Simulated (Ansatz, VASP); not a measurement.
One calculation of Te, two programs

INCAR

```
SYSTEM = Te
PREC = Accurate
ENCUT = 520
EDIFF = 1E-8
ISMEAR = -1
SIGMA = 0.08
LREAL = .FALSE.
LASPH = .TRUE.
NELM = 100
ALGO = Normal
ISIF = 2
LWAVE = .FALSE.
LCHARG = .FALSE.
LEFG = .TRUE.
NBANDS = 16
```

File KPOINTS:

```
Automatic mesh
0
G
  9 9 6
  0 0 0
```

File POSCAR:

```
Te
1.0
    4.4280790977      0.0000000000      0.0000000000
   -2.2140395489      3.8348289886      0.0000000000
    0.0000000000      0.0000000000      5.8852337012
Te
3
Direct
    0.7450000000      0.0000000000      0.3333333333
    0.0000000000      0.7450000000      0.6666666667
    0.2550000000      0.2550000000      0.0000000000
```

Input for Ansatz:

```yaml
crystal:
  lattice:
    - [4.4280790977, 0.0, 0.0]
    - [-2.2140395489, 3.8348289886, 0.0]
    - [0.0, 0.0, 5.8852337012]
  atoms:
    - { symbol: Te, position: [0.745, 0.0, 0.3333333333] }
    - { symbol: Te, position: [0.0, 0.745, 0.6666666667] }
    - { symbol: Te, position: [0.255, 0.255, 0.0] }
kpoints:
  mp_grid: { grid: [9, 9, 6] }
scf:
  occupations: { method: fermi_dirac, width: 0.08 }
hamiltonian:
  xc: lda
  pseudopotentials: { kind: all_electron, datasets: crystal }
output:
  forces: true
  stress: true
  eigenvalues: true
  efg: { contact_densities: true }
```

Change from the starting cell: volume scaled by 0.98, crystal datasets.

Alike in both runs: task electric field gradients; functional LDA; k mesh 9 × 9 × 6; occupations fermi-dirac, width 0.08 eV; no spin polarisation.

|  | VASP | Ansatz |
| --- | --- | --- |
| version | VASP 6.6.1 | Ansatz 0.2.0 |
| potentials or method | VASP PAW LDA potentials, release 64 (Te), cutoff 520 eV | all-electron PAW with datasets made for the crystal, scalar-relativistic |

```csv
,VASP,Ansatz,Ansatz less VASP
pressure (GPa),0.9,0.8,-0.16
"traceless stress, the component that is largest in VASP (GPa)",0.88,0.77,-0.104
rms of the force components (eV/Å),0.385,0.359,-0.0262
size of Vzz on the site where it differs most (V/Å²),550.0,576.5,+26.51
```

LDA's correlation is that of Perdew and Zunger in VASP and of Perdew and Wang (1992) in Ansatz. Atom by atom the forces differ by 0.026 eV/Å (rms over components). Ansatz ran all-electron here, and VASP with PAW potentials.

Neither program's run includes spin-orbit coupling.
